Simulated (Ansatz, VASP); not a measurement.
# CdS5 in VASP and in Ansatz

```
CELL_PARAMETERS angstrom
2.93188 -3.36963 -0.48829
2.93188 3.36963 -0.48829
-1.25771 0.00000 9.16467
ATOMIC_POSITIONS crystal
Cd 0.02936 0.97064 0.00000
S 0.70815 0.18431 0.67140
S 0.93650 0.06350 0.50000
S 0.81569 0.29185 0.32860
S 0.59223 0.93593 0.14117
S 0.06407 0.40777 0.85883
```

Alike in both runs: functional PBE; k mesh 4 × 4 × 2; occupations gaussian, width 0.2 eV; no spin polarisation.

Ansatz relaxed the structure, and its values are those at the end. VASP's run is a single point on that final structure, the one shown.

|  | VASP | Ansatz |
| --- | --- | --- |
| version | VASP 6.6.1 | Ansatz 0.2.0 |
| potentials or method | VASP PAW PBE potentials, release 64 (Cd, S), cutoff 520 eV | scalar-relativistic, plane waves, PAW |
| valence electrons in the cell | 42 | 50 |

```tsv
	VASP	Ansatz	Ansatz less VASP
gap on the k mesh at the Fermi level (eV)	1.46	1.44	-0.020
least direct gap on the mesh (eV)	1.62	1.60	-0.017
pressure (GPa)	-0.2	0.0	+0.20
rms of the force components (eV/Å)	0.039	0.041	+0.0021
```

With one functional, cell and mesh, what is left measures potentials, basis and numerics. VASP's potentials hold 42 valence electrons a cell and Ansatz's 50, so a difference there can come from the potentials and not from the codes.
